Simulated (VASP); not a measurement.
# TaN (P6/mmm) in VASP: further runs

TaN is run at these levels: PBE, revPBE, PBEsol, RPBE; tasks: single point.

All numbers are computed with VASP 6.6.1; they aren't measurements. Logs are shortened: lines on timing, memory, paths and dates and some standing lists are left out, and cuts for length are marked.

## Step 1: The cell of the first run

Symmetry: P6/mmm, No. 191, hexagonal system. Conventional cell: a = 5.191 Å, b = 5.191 Å, c = 2.908 Å, α = 90.00°, β = 90.00°, γ = 120.00°. Ta (site symmetry 6/mmm) has 6 N at 2.60 Å and 14 Ta at 2.91 to 3.33 Å within 3.4 Å. Within 2.8 Å of Ta (site symmetry -6m2) lie 6 N at 2.09 Å. N (site symmetry mmm) has 6 Ta at 2.09 to 2.60 Å and 4 N at 2.60 Å within 2.8 Å.

## Step 2: Single point, PBE

INCAR

```
PREC = Accurate
ENCUT = 600
EDIFF = 1E-6
ISMEAR = -1
SIGMA = 0.15
LREAL = False
LASPH = True
NELM = 120
ALGO = Normal
ISIF = 2
LWAVE = False
LCHARG = False
GGA = PE
NBANDS = 33
GGA_COMPAT = False
```

KPOINTS

```
regular mesh
0
Gamma
  5 5 7
```

POSCAR

```
TaN
1.0
    5.1910000000      0.0000000000      0.0000000000
   -2.5955000000      4.4955380000      0.0000000000
    0.0000000000      0.0000000000      2.9080000000
Ta N
3 3
Direct
    0.0000000000      0.0000000000      0.0000000000
    0.3333333333      0.6666666667      0.5000000000
    0.6666666667      0.3333333333      0.5000000000
    0.5000000000      0.0000000000      0.0000000000
    0.5000000000      0.5000000000      0.0000000000
    0.0000000000      0.5000000000      0.0000000000
```

Potentials or basis: VASP PAW PBE potentials, release 64 (Ta_pv, N).

On the command line:

```sh
cat potpaw_PBE.64/Ta_pv/POTCAR potpaw_PBE.64/N/POTCAR > POTCAR
mpirun -np 1 vasp_std > vasp.out
```

OUTCAR:

```text
PREC = Accurate
   ENCUT = 600
   EDIFF = 1E-6
   ISMEAR = -1
   LREAL = False
   LASPH = True
   NELM = 120
   ISIF = 2
   GGA = PE

 ion  position               nearest neighbor table
   1  0.000  0.000  0.000-   4 2.60   4 2.60   6 2.60   6 2.60   5 2.60   5 2.60   3 3.33   3 3.33
                             2 3.33   2 3.33   2 3.33   3 3.33   2 3.33   3 3.33   2 3.33   3 3.33
   2  0.333  0.667  0.500-   6 2.09   6 2.09   5 2.09   5 2.09   4 2.09   4 2.09   3 3.00   3 3.00
                             3 3.00   1 3.33   1 3.33   1 3.33   1 3.33   1 3.33   1 3.33
   3  0.667  0.333  0.500-   6 2.09   6 2.09   5 2.09   5 2.09   4 2.09   4 2.09   2 3.00   2 3.00
                             2 3.00   1 3.33   1 3.33   1 3.33   1 3.33   1 3.33   1 3.33
   4  0.500  0.000  0.000-   2 2.09   3 2.09   2 2.09   3 2.09   1 2.60   1 2.60
   5  0.500  0.500  0.000-   2 2.09   3 2.09   2 2.09   3 2.09   1 2.60   1 2.60
   6  0.000  0.500  0.000-   2 2.09   3 2.09   2 2.09   3 2.09   1 2.60   1 2.60

  LATTYP: Found a hexagonal cell.
 ALAT       =     5.1910000000
 C/A-ratio  =     0.5602003468

  Lattice vectors:

 A1 = (   5.1910000000,   0.0000000000,   0.0000000000)
 A2 = (  -2.5955000000,   4.4955380000,   0.0000000000)
 A3 = (   0.0000000000,   0.0000000000,   2.9080000000)

Analysis of symmetry for initial positions (statically):
=====================================================================
 Subroutine PRICEL returns:
 Original cell was already a primitive cell.

 Routine SETGRP: Setting up the symmetry group for a
 hexagonal supercell.

 Subroutine GETGRP returns: Found 24 space group operations
 (whereof 24 operations were pure point group operations)
 out of a pool of 24 trial point group operations.

The static configuration has the point symmetry D_6h.

Analysis of symmetry for dynamics (positions and initial velocities):
=====================================================================
 Subroutine PRICEL returns:
 Original cell was already a primitive cell.

 Routine SETGRP: Setting up the symmetry group for a
 hexagonal supercell.

 Subroutine GETGRP returns: Found 24 space group operations
 (whereof 24 operations were pure point group operations)
 out of a pool of 24 trial point group operations.

The dynamic configuration has the point symmetry D_6h.

 Subroutine INISYM returns: Found 24 space group operations
 (whereof 24 operations are pure point group operations),
 and found     1 'primitive' translations

----------------------------------------------------------------------------------------

                                     Primitive cell

  volume of cell :      67.8621

  direct lattice vectors                    reciprocal lattice vectors
     5.191000000  0.000000000  0.000000000     0.192641110  0.111221393  0.000000000
    -2.595500000  4.495538000  0.000000000     0.000000000  0.222442787  0.000000000
     0.000000000  0.000000000  2.908000000     0.000000000  0.000000000  0.343878955

  length of vectors
     5.191000000  5.191000112  2.908000000     0.222442791  0.222442787  0.343878955

  position of ions in fractional coordinates (direct lattice)
     0.000000000  0.000000000  0.000000000
     0.333333333  0.666666667  0.500000000
     0.666666667  0.333333333  0.500000000
     0.500000000  0.000000000  0.000000000
     0.500000000  0.500000000  0.000000000
     0.000000000  0.500000000  0.000000000

  ion indices of the primitive-cell ions
   primitive index   ion index
                 1           1
                 2           2
                 3           3
                 4           4
                 5           5
                 6           6

----------------------------------------------------------------------------------------

 KPOINTS: regular mesh

Automatic generation of k-mesh.
 Grid dimensions read from file:
 generate k-points for:    5    5    7

 Generating k-lattice:

  Cartesian coordinates                     Fractional coordinates (reciprocal lattice)
     0.038528222  0.022244279  0.000000000     0.200000000  0.000000000  0.000000000
     0.000000000  0.044488557  0.000000000     0.000000000  0.200000000  0.000000000
     0.000000000  0.000000000  0.049125565     0.000000000  0.000000000  0.142857143

  Length of vectors
     0.044488558  0.044488557  0.049125565

  Shift w.r.t. Gamma in fractional coordinates (k-lattice)
     0.000000000  0.000000000  0.000000000

 Subroutine IBZKPT returns following result:
 ===========================================

 Found     20 irreducible k-points:

 Following reciprocal coordinates:
            Coordinates               Weight
  0.000000  0.000000  0.000000      1.000000
  0.200000 -0.000000  0.000000      6.000000
  0.400000 -0.000000  0.000000      6.000000
  0.200000  0.200000  0.000000      6.000000
  0.400000  0.200000  0.000000      6.000000
  0.000000  0.000000  0.142857      2.000000
[... 12 lines left out ...]
  0.200000  0.200000  0.428571     12.000000
  0.400000  0.200000  0.428571     12.000000
   k-points           NKPTS =     20   k-points in BZ     NKDIM =     20   number of bands    NBANDS=     33
   number of dos      NEDOS =    301   number of ions     NIONS =      6
   total plane-waves  NPLWV =  42336
   dimension x,y,z NGX =    42 NGY =   42 NGZ =   24
   dimension x,y,z NGXF=    84 NGYF=   84 NGZF=   48
   ions per type =               3   3
   NGX,Y,Z   is equivalent  to a cutoff of  13.45, 13.45, 13.72 a.u.
   NGXF,Y,Z  is equivalent  to a cutoff of  26.90, 26.90, 27.44 a.u.
 SYSTEM =  unknown system
   PREC   = accura    normal or accurate (medium, high low for compatibility)
   ISTART =      0    job   : 0-new  1-cont  2-samecut
   ICHARG =      2    charge: 1-file 2-atom 10-const
   ISPIN  =      1    spin polarized calculation?
   LNONCOLLINEAR =      F non collinear calculations
   LSORBIT =      F    spin-orbit coupling
   LASPH  =      T    aspherical Exc in radial PAW
   ENCUT  =  600.0 eV  44.10 Ry    6.64 a.u.  10.37 10.37  5.81*2*pi/ulx,y,z
   NELM   =    120;   NELMIN=  2; NELMDL= -5     # of ELM steps
   EDIFF  = 0.1E-05   stopping-criterion for ELM
   LREAL  =      F    real-space projection
   EDIFFG = 0.1E-04   stopping-criterion for IOM
   NSW    =      0    number of steps for IOM
   IBRION =     -1    ionic relax: 0-MD 1-quasi-New 2-CG
   NFREE  =      0    steps in history (QN), initial steepest desc. (CG)
   ISIF   =      2    stress and relaxation
   ISYM   =      2    0-nonsym 1-usesym 2-fastsym
   POTIM  = 0.5000    time-step for ionic-motion
   TEBEG  =    0.0;   TEEND  =   0.0 temperature during run
   PSTRESS=    0.0 pullay stress
   NELECT =      48.0000    total number of electrons
   NUPDOWN=      -1.0000    fix difference up-down
   EMIN   =  10.00;   EMAX   =-10.00  energy-range for DOS
   EFERMI =   0.00;   METHOD = LEGACY
   ISMEAR =    -1;   SIGMA  =   0.15  broadening in eV -4-tet -1-fermi 0-gaus
   EFERMI_NEDOS =   21; number of points for ismear=-14 and -15
   IALGO  =     38    algorithm
   IMIX   =      4    mixing-type and parameters
     AMIX     =   0.40;   BMIX     =  1.00
     AMIX_MAG =   1.60;   BMIX_MAG =  1.00
  volume/ion in A,a.u.               =      11.31        76.33
  Fermi-wavevector in a.u.,A,eV,Ry     =   1.458634  2.756418 28.947918  2.127612
  Thomas-Fermi vector in A             =   2.575295
   LORBIT       =      0    0 simple, 1 ext, 2 COOP (PROOUT), +10 PAW based schemes
   GGA     = PE    functional components
   LHFCALC =     F    Hartree Fock is set to
   AEXX    =    0.0000 exact exchange contribution
   IVDW    =     0    specifies the selected vdW correction
   LEPSILON=     F    determine dielectric tensor
   LRPA    =     F    only Hartree local field effects (RPA)
 non-spin polarized calculation
  energy-cutoff  :      600.00
  volume of cell :       67.86
 maximum number of plane-waves:      2281
 NGX is ok and might be reduce to    42
   NGX = 21   NGY = 21   NGZ = 11

 number of electron      48.0000002 magnetization

 Free energy of the ion-electron system (eV)
  ---------------------------------------------------
  ext. energy  EPLUGINS =         0.00000000
  ---------------------------------------------------
  free energy    TOTEN  =       -64.78341291 eV

  energy without entropy =      -64.70312218  energy(sigma->0) =      -64.74326754

 E-fermi :   8.3091     XC(G=0): -13.0431

 val. band max:        8.2679264226   @ k =   0.0000   0.0000   0.2857
 cond. band min:       8.4882613855   @ k =   0.2000  -0.0000   0.2857
 fundamental gap:      0.2203349629
 Fermi energy:         8.3091102274

 k-point     1 :       0.0000    0.0000    0.0000
  band No.  band energies     occupation
      1     -28.0071      2.00000
      2     -28.0071      2.00000
      3     -27.6140      2.00000
      4     -27.6140      2.00000
      5     -27.3853      2.00000
      6     -27.2693      2.00000
[... 25 lines left out ...]
     32      11.4719      0.00000
     33      11.4719      0.00000

 k-point     2 :       0.2000   -0.0000    0.0000
  band No.  band energies     occupation
      1     -28.0339      2.00000
      2     -27.9883      2.00000
      3     -27.5985      2.00000
      4     -27.5770      2.00000
      5     -27.3736      2.00000
      6     -27.3085      2.00000
[... 25 lines left out ...]
     32      11.6220      0.00000
     33      11.8311      0.00000

 k-point     3 :       0.4000   -0.0000    0.0000
  band No.  band energies     occupation
      1     -28.0707      2.00000
      2     -27.9140      2.00000
      3     -27.6615      2.00000
      4     -27.5196      2.00000
      5     -27.3466      2.00000
      6     -27.3273      2.00000
[... 25 lines left out ...]
     32      11.8244      0.00000
     33      11.9606      0.00000

 k-point     4 :       0.2000    0.2000    0.0000
  band No.  band energies     occupation
      1     -28.0521      2.00000
      2     -27.9470      2.00000
      3     -27.6459      2.00000
      4     -27.5274      2.00000
      5     -27.3534      2.00000
      6     -27.3274      2.00000
[... 25 lines left out ...]
     32      11.6261      0.00000
     33      11.8455      0.00000

 k-point     5 :       0.4000    0.2000    0.0000
  band No.  band energies     occupation
      1     -28.0600      2.00000
      2     -27.8721      2.00000
      3     -27.7485      2.00000
      4     -27.4987      2.00000
      5     -27.3307      2.00000
      6     -27.3129      2.00000
[... 460 lines left out ...]
 k-point    18 :       0.4000   -0.0000    0.4286
  band No.  band energies     occupation
      1     -28.2259      2.00000
      2     -28.1120      2.00000
      3     -27.8816      2.00000
      4     -27.7724      2.00000
      5     -27.5385      2.00000
      6     -27.4089      2.00000
[... 25 lines left out ...]
     32      12.2424      0.00000
     33      13.7337      0.00000

 k-point    19 :       0.2000    0.2000    0.4286
  band No.  band energies     occupation
      1     -28.2329      2.00000
      2     -28.1030      2.00000
      3     -27.8875      2.00000
      4     -27.7695      2.00000
      5     -27.5351      2.00000
      6     -27.4085      2.00000
[... 25 lines left out ...]
     32      12.1000      0.00000
     33      13.5005      0.00000

 k-point    20 :       0.4000    0.2000    0.4286
  band No.  band energies     occupation
      1     -28.1996      2.00000
      2     -28.1432      2.00000
      3     -27.9026      2.00000
      4     -27.7095      2.00000
      5     -27.5931      2.00000
      6     -27.3960      2.00000
[... 25 lines left out ...]
     32      12.2568      0.00000
     33      14.0167      0.00000

------------------------ aborting loop because EDIFF is reached ----------------------------------------

  FORCE on cell =-STRESS in cart. coord.  units (eV):
  Direction    XX          YY          ZZ          XY          YZ          ZX
  --------------------------------------------------------------------------------------
  -------------------------------------------------------------------------------------
  Total        4.6062979      4.6062982      4.1849451      0.0000000      0.0000000      0.0000000
  in kB      108.7515621    108.7515683     98.8037077      0.0000000      0.0000000      0.0000000
  external PRESSURE =     105.4356127 kB  Pullay stress =       0.0000000 kB

 VOLUME and BASIS-vectors are now :
 -----------------------------------------------------------------------------
  energy-cutoff  :      600.00
  volume of cell :       67.86
      direct lattice vectors                 reciprocal lattice vectors
     5.191000000  0.000000000  0.000000000     0.192641110  0.111221393  0.000000000
    -2.595500000  4.495538000  0.000000000     0.000000000  0.222442787  0.000000000
     0.000000000  0.000000000  2.908000000     0.000000000  0.000000000  0.343878955

 POSITION                                       TOTAL-FORCE (eV/Angst)
 -----------------------------------------------------------------------------------
      0.00000      0.00000      0.00000        -0.000000      0.000000     -0.000000
     -0.00000      2.99703      1.45400         0.000000     -0.000000     -0.000000
      2.59550      1.49851      1.45400         0.000000      0.000000      0.000000
      2.59550      0.00000      0.00000        -0.000000      0.000000     -0.000000
      1.29775      2.24777      0.00000        -0.000000      0.000000     -0.000000
     -1.29775      2.24777      0.00000        -0.000000      0.000000     -0.000000
 -----------------------------------------------------------------------------------
    total drift:                                0.000000      0.000000     -0.000000

  FREE ENERGIE OF THE ION-ELECTRON SYSTEM (eV)
  ---------------------------------------------------
  free  energy   TOTEN  =       -64.7834129069 eV

  energy  without entropy=      -64.7031221767  energy(sigma->0) =      -64.74326754
```

It took 53 s on 1 thread of Intel Xeon Platinum 8259CL at 2.50GHz (Skylake/Cascade Lake), shared host; peak memory 0.21 GiB.

What came out:

```
Free energy            : -64.7834 eV
Pressure               : 10.5 GPa
Band gap on the k mesh : zero (band 24 reaches 8.99 eV, above the bottom of band 25 at 6.96 eV)
```

Caveat: spin-orbit coupling is left out, which moves the levels of the heavy elements.

## Step 3: Single point, revPBE

INCAR

```
ALGO = Normal
EDIFF = 1E-6
ENCUT = 600
GGA = RE
GGA_COMPAT = False
ISIF = 2
ISMEAR = -1
LASPH = True
LCHARG = False
LREAL = False
LWAVE = False
NBANDS = 33
NELM = 120
PREC = Accurate
SIGMA = 0.15
```

KPOINTS

```
k-points
0
Gamma
  5 5 7
```

POSCAR is that of step 2.

Potentials or basis: VASP PAW PBE potentials, release 64 (Ta_pv, N).

On the command line:

```sh
cat potpaw_PBE.64/Ta_pv/POTCAR potpaw_PBE.64/N/POTCAR > POTCAR
mpirun -np 1 vasp_std > vasp.out
```

Wall time 49 s (1 thread of Intel Xeon Platinum 8259CL at 2.50GHz (Skylake/Cascade Lake), shared host); peak memory 0.22 GiB.

Results (log left out):

| Property | Result |
| --- | --- |
| Free energy | -62.2420 eV |
| Pressure | 13.8 GPa |
| Band gap on the k mesh | zero (band 24 reaches 9.08 eV, above the bottom of band 25 at 7.06 eV) |

Stress tensor (GPa, compression positive):
```
13.95  0.00  0.00
 0.00 13.95  0.00
 0.00  0.00 13.49
```

Levels at points of the mesh, in eV from the Fermi level:
| k point | band 20 | band 21 | band 22 | band 23 | band 24 | band 25 | band 26 | band 27 | band 28 | band 29 |
| --- | --- | --- | --- | --- | --- | --- | --- | --- | --- | --- |
| (0.00, 0.00, 0.00) | -3.15 | -3.15 | -2.63 | -2.19 | -1.34 | -1.34 | 0.73 | 0.73 | 1.16 | 2.06 |

Caveat: the PAW data sets were made with another functional, which shifts forces and pressure a little; spin-orbit coupling is left out, which moves the levels of the heavy elements.

## Step 4: Single point, PBEsol

INCAR

```
PREC = Accurate ; ENCUT = 600
EDIFF = 1E-6 ; ISMEAR = -1
SIGMA = 0.15 ; LREAL = False
LASPH = True ; NELM = 120
ALGO = Normal ; ISIF = 2
LWAVE = False ; LCHARG = False
GGA = PS ; NBANDS = 33
GGA_COMPAT = False
```

KPOINTS

```
Automatic mesh
0
Gamma
  5 5 7
```

POSCAR is that of step 3.

On the command line:

```sh
cat potpaw_PBE.64/Ta_pv/POTCAR potpaw_PBE.64/N/POTCAR > POTCAR
mpirun -np 1 vasp_std > vasp.out
```

It took 52 s on 1 thread of Intel Xeon Platinum 8259CL at 2.50GHz (Skylake/Cascade Lake), shared host; peak memory 0.22 GiB.

The run converged. Its results:

* Free energy: -68.7680 eV
* Pressure: 1.9 GPa
* Band gap on the k mesh: zero (band 24 reaches 8.80 eV, above the bottom of band 25 at 6.76 eV)

Stress tensor (GPa, compression positive):
```
2.62 0.00 0.00
0.00 2.62 0.00
0.00 0.00 0.36
```

Levels at points of the mesh, in eV from the Fermi level:
```
           k point  band 21  band 22  band 23  band 24  band 25  band 26  band 27  band 28
(0.00, 0.00, 0.00)    -3.10    -2.59    -2.19    -1.37    -1.37     0.70     0.70     1.11
```

Caveat: the PAW data sets were made with another functional, which shifts forces and pressure a little; spin-orbit coupling is left out, which moves the levels of the heavy elements.

## Step 5: Single point, RPBE

INCAR

```
PREC = Accurate
ENCUT = 600
EDIFF = 1E-6
ISMEAR = -1
SIGMA = 0.15
LREAL = F
LASPH = T
NELM = 120
ALGO = Normal
ISIF = 2
LWAVE = F
LCHARG = T
GGA = RP
LELF = T
LVHAR = T
NBANDS = 33
GGA_COMPAT = F
```

KPOINTS

```
regular mesh
0
Gamma
  5 5 7
```

POSCAR is that of step 4.

On the command line:

```sh
cat potpaw_PBE.64/Ta_pv/POTCAR potpaw_PBE.64/N/POTCAR > POTCAR
mpirun -np 1 vasp_std > vasp.out
```

It took 49 s on 1 thread of Intel Xeon Platinum 8259CL at 2.50GHz (Skylake/Cascade Lake), shared host; peak memory 0.21 GiB.

Results (log left out):

| Item | Value |
| --- | --- |
| Free energy | -61.6948 eV |
| Pressure | 15.0 GPa |
| Band gap on the k mesh | zero (band 24 reaches 9.11 eV, above the bottom of band 25 at 7.09 eV) |

Stress tensor (GPa, compression positive):
```
15.11  0.00  0.00
 0.00 15.11  0.00
 0.00  0.00 14.86
```

Levels at points of the mesh, in eV from the Fermi level:
```csv
k point,band 22,band 23,band 24,band 25,band 26,band 27
"(0.00, 0.00, 0.00)",-2.64,-2.19,-1.33,-1.33,0.73,0.73
```

Caveat: the PAW data sets were made with another functional, which shifts forces and pressure a little; spin-orbit coupling is left out, which moves the levels of the heavy elements.

## Step 6: Overview

| level | gap on the mesh (eV) | pressure (GPa) |
| --- | --- | --- |
| PBE | none | 10.5 |
| revPBE | none | 13.8 |
| PBEsol | none | 1.9 |
| RPBE | none | 15.0 |

Alike in all rows: task single point; potentials or basis VASP PAW PBE potentials, release 64 (Ta_pv, N); no spin polarisation; cell as given; k mesh 5 × 5 × 7; cutoff (eV) 600; smearing fermi-dirac 0.15 eV.

Every run on the cell as given and a fine mesh finds a metal. The pressure there spans 1.9 GPa (PBEsol) to 15.0 GPa (RPBE); a positive pressure means that this level wants a larger cell, a negative one a smaller.

Caveats: spin-orbit coupling is left out, which moves the levels of the heavy elements; the PAW data sets were made with another functional, which shifts forces and pressure a little (some runs).

Total energies depend on the potentials used, so only differences within one code and one set of settings carry meaning.
